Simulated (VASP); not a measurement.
# KF (wurtzite type) (P6_3/mmc) in VASP: further runs

The runs below take KF (wurtzite type) through single point, with PBE.

Program: VASP 6.6.1. These are calculated values, not measurements. Logs are shortened: lines on timing, memory, paths and dates and some standing lists are left out, and cuts for length are marked.

## Step 1: The cell of the first run

It takes space group P6_3/mmc (No. 194, hexagonal). The conventional cell has a = 4.547 Å, b = 4.547 Å, c = 5.375 Å, α = 90.00°, β = 90.00°, γ = 120.00°. K (site symmetry -6m2) has 5 F at 2.63 to 2.69 Å within 3.5 Å. F (site symmetry -6m2) has 5 K at 2.63 to 2.69 Å within 3.5 Å.

## Step 2: Single point, PBE

Contents of INCAR:

```
SYSTEM = KF
ALGO = Normal ; EDIFF = 1E-7
ENCUT = 520 ; GGA = PE
ISIF = 2 ; ISMEAR = -1
LASPH = .True. ; LCHARG = .False.
LREAL = .False. ; LWAVE = .False.
NBANDS = 24 ; NELM = 80
PREC = Accurate ; SIGMA = 0.03
```

Contents of KPOINTS:

```
k-points
0
Gamma
  11 11 6
  0 0 0
```

Contents of POSCAR:

```
KF
1.0
    4.5474626899      0.0000000000      0.0000000000
   -2.2737313450      3.9382182122      0.0000000000
    0.0000000000      0.0000000000      5.3752234355
K F
2 2
Direct
    0.3333333333      0.6666666667     -0.0619980745
    0.6666666667      0.3333333333      0.4380019255
    0.3333333333      0.6666666667      0.4379980745
    0.6666666667      0.3333333333      0.9379980745
```

Potentials or basis: VASP PAW PBE potentials, release 64 (K_sv, F).

Started as:

```bash
$ cat potpaw_PBE.64/K_sv/POTCAR potpaw_PBE.64/F/POTCAR > POTCAR
$ mpirun -np 1 vasp_std > vasp.out
```

OUTCAR:

```text
SYSTEM = KF
   EDIFF = 1E-7
   ENCUT = 520
   GGA = PE
   ISIF = 2
   ISMEAR = -1
   LASPH = .True.
   LREAL = .False.
   NELM = 80
   PREC = Accurate

 ion  position               nearest neighbor table
   1  0.333  0.667  0.938-   4 2.63   4 2.63   4 2.63   3 2.69   3 2.69   2 3.76   2 3.76   2 3.76
                             2 3.76   2 3.76   2 3.76
   2  0.667  0.333  0.438-   3 2.63   3 2.63   3 2.63   4 2.69   4 2.69   1 3.76   1 3.76   1 3.76
                             1 3.76   1 3.76   1 3.76
   3  0.333  0.667  0.438-   2 2.63   2 2.63   2 2.63   1 2.69   1 2.69
   4  0.667  0.333  0.938-   1 2.63   1 2.63   1 2.63   2 2.69   2 2.69

  LATTYP: Found a hexagonal cell.
 ALAT       =     4.5474626899
 C/A-ratio  =     1.1820269460

  Lattice vectors:

 A1 = (   4.5474626899,   0.0000000000,   0.0000000000)
 A2 = (  -2.2737313450,   3.9382182122,   0.0000000000)
 A3 = (   0.0000000000,   0.0000000000,   5.3752234355)

Analysis of symmetry for initial positions (statically):
=====================================================================
 Subroutine PRICEL returns:
 Original cell was already a primitive cell.

 Routine SETGRP: Setting up the symmetry group for a
 hexagonal supercell.

 Subroutine GETGRP returns: Found 24 space group operations
 (whereof  6 operations were pure point group operations)
 out of a pool of 24 trial point group operations.

The static configuration has the point symmetry C_3v.
 The point group associated with its full space group is D_6h.

Analysis of symmetry for dynamics (positions and initial velocities):
=====================================================================
 Subroutine PRICEL returns:
 Original cell was already a primitive cell.

 Routine SETGRP: Setting up the symmetry group for a
 hexagonal supercell.

 Subroutine GETGRP returns: Found 24 space group operations
 (whereof  6 operations were pure point group operations)
 out of a pool of 24 trial point group operations.

The dynamic configuration has the point symmetry C_3v.
 The point group associated with its full space group is D_6h.

 Subroutine INISYM returns: Found 24 space group operations
 (whereof  6 operations are pure point group operations),
 and found     1 'primitive' translations

----------------------------------------------------------------------------------------

                                     Primitive cell

  volume of cell :      96.2643

  direct lattice vectors                    reciprocal lattice vectors
     4.547462690  0.000000000  0.000000000     0.219902849  0.126960969  0.000000000
    -2.273731345  3.938218212  0.000000000     0.000000000  0.253921938  0.000000000
     0.000000000  0.000000000  5.375223435     0.000000000  0.000000000  0.186038778

  length of vectors
     4.547462690  4.547462690  5.375223435     0.253921938  0.253921938  0.186038778

  position of ions in fractional coordinates (direct lattice)
     0.333333333  0.666666667  0.938001925
     0.666666667  0.333333333  0.438001925
     0.333333333  0.666666667  0.437998075
     0.666666667  0.333333333  0.937998075

  ion indices of the primitive-cell ions
   primitive index   ion index
                 1           1
                 2           2
                 3           3
                 4           4

----------------------------------------------------------------------------------------

 KPOINTS: k-points

Automatic generation of k-mesh.
 Grid dimensions read from file:
 generate k-points for:   11   11    6

 Generating k-lattice:

  Cartesian coordinates                     Fractional coordinates (reciprocal lattice)
     0.019991168  0.011541906  0.000000000     0.090909091  0.000000000  0.000000000
     0.000000000  0.023083813  0.000000000     0.000000000  0.090909091  0.000000000
     0.000000000  0.000000000  0.031006463     0.000000000  0.000000000  0.166666667

  Length of vectors
     0.023083813  0.023083813  0.031006463

  Shift w.r.t. Gamma in fractional coordinates (k-lattice)
     0.000000000  0.000000000  0.000000000

 Subroutine IBZKPT returns following result:
 ===========================================

 Found     64 irreducible k-points:

 Following reciprocal coordinates:
            Coordinates               Weight
  0.000000  0.000000  0.000000      1.000000
  0.090909  0.000000  0.000000      6.000000
  0.181818  0.000000  0.000000      6.000000
  0.272727  0.000000  0.000000      6.000000
  0.363636  0.000000  0.000000      6.000000
  0.454545  0.000000  0.000000      6.000000
[... 16 lines left out ...]
  0.090909  0.090909  0.166667     12.000000
  0.181818  0.090909  0.166667     24.000000
 [... further k-points ...]
   k-points           NKPTS =     64   k-points in BZ     NKDIM =     64   number of bands    NBANDS=     24
   number of dos      NEDOS =    301   number of ions     NIONS =      4
   total plane-waves  NPLWV =  51840
   dimension x,y,z NGX =    36 NGY =   36 NGZ =   40
   dimension x,y,z NGXF=    72 NGYF=   72 NGZF=   80
   ions per type =               2   2
   NGX,Y,Z   is equivalent  to a cutoff of  13.16, 13.16, 12.37 a.u.
   NGXF,Y,Z  is equivalent  to a cutoff of  26.32, 26.32, 24.74 a.u.
 SYSTEM =  KF
   PREC   = accura    normal or accurate (medium, high low for compatibility)
   ISTART =      0    job   : 0-new  1-cont  2-samecut
   ICHARG =      2    charge: 1-file 2-atom 10-const
   ISPIN  =      1    spin polarized calculation?
   LNONCOLLINEAR =      F non collinear calculations
   LSORBIT =      F    spin-orbit coupling
   LASPH  =      T    aspherical Exc in radial PAW
   ENCUT  =  520.0 eV  38.22 Ry    6.18 a.u.   8.46  8.46  9.99*2*pi/ulx,y,z
   NELM   =     80;   NELMIN=  2; NELMDL= -5     # of ELM steps
   EDIFF  = 0.1E-06   stopping-criterion for ELM
   LREAL  =      F    real-space projection
   EDIFFG = 0.1E-05   stopping-criterion for IOM
   NSW    =      0    number of steps for IOM
   IBRION =     -1    ionic relax: 0-MD 1-quasi-New 2-CG
   NFREE  =      0    steps in history (QN), initial steepest desc. (CG)
   ISIF   =      2    stress and relaxation
   ISYM   =      2    0-nonsym 1-usesym 2-fastsym
   POTIM  = 0.5000    time-step for ionic-motion
   TEBEG  =    0.0;   TEEND  =   0.0 temperature during run
   PSTRESS=    0.0 pullay stress
   NELECT =      32.0000    total number of electrons
   NUPDOWN=      -1.0000    fix difference up-down
   EMIN   =  10.00;   EMAX   =-10.00  energy-range for DOS
   EFERMI =   0.00;   METHOD = LEGACY
   ISMEAR =    -1;   SIGMA  =   0.03  broadening in eV -4-tet -1-fermi 0-gaus
   EFERMI_NEDOS =   21; number of points for ismear=-14 and -15
   IALGO  =     38    algorithm
   IMIX   =      4    mixing-type and parameters
     AMIX     =   0.40;   BMIX     =  1.00
     AMIX_MAG =   1.60;   BMIX_MAG =  1.00
  volume/ion in A,a.u.               =      24.07       162.41
  Fermi-wavevector in a.u.,A,eV,Ry     =   1.134061  2.143064 17.498370  1.286094
  Thomas-Fermi vector in A             =   2.270764
   LORBIT       =      0    0 simple, 1 ext, 2 COOP (PROOUT), +10 PAW based schemes
   GGA     = PE    functional components
   LHFCALC =     F    Hartree Fock is set to
   AEXX    =    0.0000 exact exchange contribution
   IVDW    =     0    specifies the selected vdW correction
   LEPSILON=     F    determine dielectric tensor
   LRPA    =     F    only Hartree local field effects (RPA)
 non-spin polarized calculation
  energy-cutoff  :      520.00
  volume of cell :       96.26
 maximum number of plane-waves:      2624
 NGX is ok and might be reduce to    36
   NGX = 17   NGY = 17   NGZ = 19

 number of electron      31.9999996 magnetization

 Free energy of the ion-electron system (eV)
  ---------------------------------------------------
  ext. energy  EPLUGINS =         0.00000000
  ---------------------------------------------------
  free energy    TOTEN  =       -16.45662968 eV

  energy without entropy =      -16.45662968  energy(sigma->0) =      -16.45662968

 E-fermi :  -2.7886     XC(G=0):  -7.2296

 val. band max:       -3.4308934759   @ k =   0.0000   0.0000   0.0000
 cond. band min:       1.8000610783   @ k =   0.0000   0.0000   0.0000
 fundamental gap:      5.2309545542
 Fermi energy:        -2.7886105258

 k-point     1 :       0.0000    0.0000    0.0000
  band No.  band energies     occupation
      1     -29.7530      2.00000
      2     -29.6623      2.00000
      3     -22.0757      2.00000
      4     -22.0626      2.00000
      5     -13.4814      2.00000
      6     -13.2960      2.00000
[... 16 lines left out ...]
     23       7.4240      0.00000
     24       8.2948      0.00000

 k-point     2 :       0.0909    0.0000    0.0000
  band No.  band energies     occupation
      1     -29.7505      2.00000
      2     -29.6630      2.00000
      3     -22.0790      2.00000
      4     -22.0665      2.00000
      5     -13.4727      2.00000
      6     -13.3020      2.00000
[... 16 lines left out ...]
     23       7.3687      0.00000
     24       8.4445      0.00000

 k-point     3 :       0.1818    0.0000    0.0000
  band No.  band energies     occupation
      1     -29.7433      2.00000
      2     -29.6652      2.00000
      3     -22.0877      2.00000
      4     -22.0765      2.00000
      5     -13.4478      2.00000
      6     -13.3176      2.00000
[... 16 lines left out ...]
     23       7.5011      0.00000
     24       8.4123      0.00000

 k-point     4 :       0.2727    0.0000    0.0000
  band No.  band energies     occupation
      1     -29.7328      2.00000
      2     -29.6691      2.00000
      3     -22.0991      2.00000
      4     -22.0898      2.00000
      5     -13.4101      2.00000
      6     -13.3368      2.00000
[... 16 lines left out ...]
     23       7.7012      0.00000
     24       8.0001      0.00000

 k-point     5 :       0.3636    0.0000    0.0000
  band No.  band energies     occupation
      1     -29.7213      2.00000
      2     -29.6746      2.00000
      3     -22.1092      2.00000
      4     -22.1021      2.00000
      5     -13.3661      2.00000
      6     -13.3536      2.00000
[... 451 lines left out ...]
 k-point    22 :       0.4545    0.0000    0.1667
  band No.  band energies     occupation
      1     -29.7097      2.00000
      2     -29.6814      2.00000
      3     -22.1205      2.00000
      4     -22.1160      2.00000
      5     -13.3482      2.00000
      6     -13.3113      2.00000
[... 16 lines left out ...]
     23       7.9220      0.00000
     24       8.1240      0.00000

 k-point    23 :       0.0909    0.0909    0.1667
  band No.  band energies     occupation
      1     -29.7396      2.00000
      2     -29.6693      2.00000
      3     -22.0901      2.00000
      4     -22.0798      2.00000
      5     -13.4052      2.00000
      6     -13.3027      2.00000
[... 16 lines left out ...]
     23       7.8054      0.00000
     24       8.5556      0.00000

 k-point    24 :       0.1818    0.0909    0.1667
  band No.  band energies     occupation
      1     -29.7316      2.00000
      2     -29.6716      2.00000
      3     -22.1002      2.00000
      4     -22.0914      2.00000
      5     -13.3801      2.00000
      6     -13.3229      2.00000
[... 16 lines left out ...]
     23       7.8543      0.00000
     24       8.3487      0.00000

 [... further k-points ...]
[... 5 lines left out ...]
  --------------------------------------------------------------------------------------
  -------------------------------------------------------------------------------------
  Total        0.0109280      0.0109280      0.0028831     -0.0000000      0.0000000      0.0000000
  in kB        0.1818804      0.1818804      0.0479856     -0.0000000      0.0000000      0.0000000
  external PRESSURE =       0.1372488 kB  Pullay stress =       0.0000000 kB

 VOLUME and BASIS-vectors are now :
 -----------------------------------------------------------------------------
  energy-cutoff  :      520.00
  volume of cell :       96.26
      direct lattice vectors                 reciprocal lattice vectors
     4.547462690  0.000000000  0.000000000     0.219902849  0.126960969  0.000000000
    -2.273731345  3.938218212  0.000000000     0.000000000  0.253921938  0.000000000
     0.000000000  0.000000000  5.375223435     0.000000000  0.000000000  0.186038778

 POSITION                                       TOTAL-FORCE (eV/Angst)
 -----------------------------------------------------------------------------------
     -0.00000      2.62548      5.04197         0.000000      0.000000      0.000000
      2.27373      1.31274      2.35436        -0.000000      0.000000      0.000000
     -0.00000      2.62548      2.35434        -0.000000     -0.000000     -0.000000
      2.27373      1.31274      5.04195         0.000000      0.000000     -0.000000
 -----------------------------------------------------------------------------------
    total drift:                               -0.000000      0.000000      0.077485

  FREE ENERGIE OF THE ION-ELECTRON SYSTEM (eV)
  ---------------------------------------------------
  free  energy   TOTEN  =       -16.4566296787 eV

  energy  without entropy=      -16.4566296787  energy(sigma->0) =      -16.45662968
```

It took 2.5 min on 1 thread of Intel Xeon 6975P-C, shared host; peak memory 0.29 GiB.

Results:

- Free energy: -16.4566 eV
- Pressure: 0.0 GPa
- Band gap on the k mesh: 5.23 eV, direct

A k mesh can miss the band edges.

## Step 3: Single point, PBE

Contents of INCAR:

```
PREC     = Accurate       # precision mode
ENCUT    = 520            # plane-wave cutoff, eV
EDIFF    = 1E-6           # SCF threshold, eV
ISMEAR   = -1             # smearing method
SIGMA    = 0.03           # smearing width, eV
LREAL    = False          # projectors in reciprocal space
LASPH    = True           # aspherical terms in the spheres
NELM     = 80             # most SCF steps
ALGO     = Normal         # electronic algorithm
ISIF     = 2              # what is computed and relaxed
LWAVE    = False          # write WAVECAR
LCHARG   = False          # write CHGCAR
GGA      = PE             # functional
NBANDS   = 24             # bands
```

Contents of KPOINTS:

```
Automatic mesh
0
Gamma
  11 11 6
```

Contents of POSCAR:

```
KF
1.0
    4.5472320757      0.0000000000      0.0000000000
   -2.2736160378      3.9380184944      0.0000000000
    0.0000000000      0.0000000000      5.3751730517
K F
2 2
Direct
    0.3333333333      0.6666666667     -0.0619995893
    0.6666666667      0.3333333333      0.4380004107
    0.3333333333      0.6666666667      0.4379995893
    0.6666666667      0.3333333333      0.9379995893
```

Potentials or basis: VASP PAW PBE potentials, release 64 (K_sv, F).

Started as:

```bash
$ cat potpaw_PBE.64/K_sv/POTCAR potpaw_PBE.64/F/POTCAR > POTCAR
$ mpirun -np 1 vasp_std > vasp.out
```

OUTCAR:

```text
PREC = Accurate
   ENCUT = 520
   EDIFF = 1E-6
   ISMEAR = -1
   LREAL = False
   LASPH = True
   NELM = 80
   ISIF = 2
   GGA = PE

 ion  position               nearest neighbor table
   1  0.333  0.667  0.938-   4 2.63   4 2.63   4 2.63   3 2.69   3 2.69   2 3.76   2 3.76   2 3.76
                             2 3.76   2 3.76   2 3.76
   2  0.667  0.333  0.438-   3 2.63   3 2.63   3 2.63   4 2.69   4 2.69   1 3.76   1 3.76   1 3.76
                             1 3.76   1 3.76   1 3.76
   3  0.333  0.667  0.438-   2 2.63   2 2.63   2 2.63   1 2.69   1 2.69
   4  0.667  0.333  0.938-   1 2.63   1 2.63   1 2.63   2 2.69   2 2.69

  LATTYP: Found a hexagonal cell.
 ALAT       =     4.5472320757
 C/A-ratio  =     1.1820758128

  Lattice vectors:

 A1 = (   4.5472320757,   0.0000000000,   0.0000000000)
 A2 = (  -2.2736160378,   3.9380184944,   0.0000000000)
 A3 = (   0.0000000000,   0.0000000000,   5.3751730517)

Analysis of symmetry for initial positions (statically):
=====================================================================
 Subroutine PRICEL returns:
 Original cell was already a primitive cell.

 Routine SETGRP: Setting up the symmetry group for a
[... 169 lines left out ...]
  ---------------------------------------------------
  free energy    TOTEN  =       -16.45661838 eV

  energy without entropy =      -16.45661838  energy(sigma->0) =      -16.45661838

 E-fermi :  -2.7874     XC(G=0):  -7.2301

 val. band max:       -3.4298699229   @ k =   0.0000   0.0000   0.0000
 cond. band min:       1.8005568403   @ k =   0.0000   0.0000   0.0000
 fundamental gap:      5.2304267632
 Fermi energy:        -2.7874067768

 k-point     1 :       0.0000    0.0000    0.0000
  band No.  band energies     occupation
      1     -29.7529      2.00000
      2     -29.6621      2.00000
      3     -22.0747      2.00000
      4     -22.0616      2.00000
      5     -13.4813      2.00000
      6     -13.2958      2.00000
[... 637 lines left out ...]
     23       7.8550      0.00000
     24       8.3494      0.00000

 [... further k-points ...]
[... 5 lines left out ...]
  --------------------------------------------------------------------------------------
  -------------------------------------------------------------------------------------
  Total       -0.0001223     -0.0001223     -0.0086319     -0.0000000     -0.0000000      0.0000000
  in kB       -0.0020360     -0.0020360     -0.1436806     -0.0000000     -0.0000000      0.0000000
  external PRESSURE =      -0.0492508 kB  Pullay stress =       0.0000000 kB

 VOLUME and BASIS-vectors are now :
 -----------------------------------------------------------------------------
  energy-cutoff  :      520.00
  volume of cell :       96.25
      direct lattice vectors                 reciprocal lattice vectors
     4.547232076  0.000000000  0.000000000     0.219914001  0.126967408  0.000000000
    -2.273616038  3.938018494  0.000000000     0.000000000  0.253934816  0.000000000
     0.000000000  0.000000000  5.375173052     0.000000000  0.000000000  0.186040522

 POSITION                                       TOTAL-FORCE (eV/Angst)
 -----------------------------------------------------------------------------------
     -0.00000      2.62535      5.04191         0.000000     -0.000000      0.000000
      2.27362      1.31267      2.35433        -0.000000     -0.000000      0.000000
     -0.00000      2.62535      2.35432        -0.000000      0.000000      0.000000
      2.27362      1.31267      5.04191         0.000000     -0.000000     -0.000000
 -----------------------------------------------------------------------------------
    total drift:                               -0.000000      0.000000      0.016498

  FREE ENERGIE OF THE ION-ELECTRON SYSTEM (eV)
  ---------------------------------------------------
  free  energy   TOTEN  =       -16.4566183811 eV

  energy  without entropy=      -16.4566183811  energy(sigma->0) =      -16.45661838
```

OSZICAR:

```text
N       E                     dE             d eps       ncg     rms          rms(c)
DAV:   1     0.260588907667E+03    0.26059E+03   -0.15808E+04  3072   0.122E+03
DAV:   2    -0.188885002949E+01   -0.26248E+03   -0.24811E+03  3992   0.354E+02
DAV:   3    -0.182130138836E+02   -0.16324E+02   -0.16234E+02  4480   0.787E+01
DAV:   4    -0.194753141406E+02   -0.12623E+01   -0.12615E+01  4872   0.129E+01
DAV:   5    -0.194823938331E+02   -0.70797E-02   -0.70796E-02  4272   0.122E+00    0.931E+00
DAV:   6    -0.165498781892E+02    0.29325E+01   -0.10293E+01  3608   0.188E+01    0.507E+00
DAV:   7    -0.164662400549E+02    0.83638E-01   -0.46679E-01  4176   0.361E+00    0.328E+00
DAV:   8    -0.164439522921E+02    0.22288E-01   -0.17857E-01  3624   0.336E+00    0.566E-01
DAV:   9    -0.164491666569E+02   -0.52144E-02   -0.29720E-02  3656   0.902E-01    0.211E-01
DAV:  10    -0.164567959975E+02   -0.76293E-02   -0.83328E-03  3224   0.585E-01    0.141E-01
DAV:  11    -0.164566404770E+02    0.15552E-03   -0.43420E-04  4056   0.131E-01    0.790E-02
DAV:  12    -0.164566111563E+02    0.29321E-04   -0.49610E-04  3248   0.126E-01    0.135E-02
DAV:  13    -0.164566176864E+02   -0.65301E-05   -0.61367E-05  4608   0.333E-02    0.778E-03
DAV:  14    -0.164566183811E+02   -0.69474E-06   -0.17443E-06  3048   0.963E-03
   1 F= -.16456618E+02 E0= -.16456618E+02  d E =-.402683E-10
```

It took 2.2 min on 1 thread of Intel Xeon 6975P-C, shared host; peak memory 0.29 GiB.

What came out:

- Free energy: -16.4566 eV
- Pressure: 0.0 GPa
- Band gap on the k mesh: 5.23 eV, direct

A k mesh can miss the band edges. PBE gaps usually lie below the measured ones, often by a third to a half.
